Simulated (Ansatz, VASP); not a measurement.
## TiC in VASP and in Ansatz

POSCAR

```
TiC
1.0
    0.0000000000      2.1511833799      2.1511833799
    2.1511833799      0.0000000000      2.1511833799
    2.1511833799      2.1511833799      0.0000000000
Ti C
1 1
Direct
    0.0000000000      0.0000000000      0.0000000000
    0.5000000000      0.5000000000      0.5000000000
```

Contents of INCAR.step1:

```
SYSTEM = TiC
ALGO = Normal
EDIFF = 1E-4
ENCUT = 520
GGA = PE
ISMEAR = -1
LASPH = .True.
LCHARG = .False.
LREAL = .False.
LWAVE = .True.
NBANDS = 15
NELM = 60
PREC = Accurate
SIGMA = 0.05
```

INCAR.step2

```
SYSTEM = TiC
ALGO = Normal
EDIFF = 1E-7
ENCUT = 520
ISIF = 2
ISMEAR = -1
ISTART = 1
LASPH = .True.
LCHARG = .True.
LELF = .True.
LMIXTAU = .True.
LREAL = .False.
LVHAR = .True.
LWAVE = .False.
METAGGA = R2SCAN
NBANDS = 15
NELM = 60
PREC = Accurate
SIGMA = 0.05
```

KPOINTS

```
k-points
0
Gamma
  11 11 11
  0 0 0
```

input.yaml

```yaml
crystal:
  lattice:
    - [0.0, 2.1511833799, 2.1511833799]
    - [2.1511833799, 0.0, 2.1511833799]
    - [2.1511833799, 2.1511833799, 0.0]
  atoms:
    - { symbol: Ti, position: [0.0, 0.0, 0.0] }
    - { symbol: C, position: [0.5, 0.5, 0.5] }
hamiltonian:
  xc: r2scan
  pseudopotentials: { kind: paw }
kpoints:
  mp_grid: { grid: [11, 11, 11] }
scf:
  occupations: { method: fermi_dirac, width: 0.05 }
output:
  forces: true
  stress: true
  eigenvalues: true
```

Alike in both runs: task single point; functional r2SCAN; k mesh 11 × 11 × 11; occupations fermi-dirac, width 0.05 eV; no spin polarisation.

|  | VASP | Ansatz |
| --- | --- | --- |
| version | VASP 6.6.1 | Ansatz 0.2.0 |
| potentials or method | VASP PAW PBE potentials, release 64 (Ti_sv, C) | Ansatz PAW |
| plane-wave cutoff (eV) | 520 | 500 |
| valence electrons in the cell | 16 | 16 |

Ansatz gave:

* gap on the k mesh at the Fermi level (eV): none
* pressure (GPa): 4.8

Task: Estimate VASP's values.

Result: gap on the k mesh at the Fermi level (eV): none; pressure (GPa): 5.8.

VASP's potentials were made for PBE, not for r2SCAN. A gap of «none» marks a metal or a gap that the smearing closes.
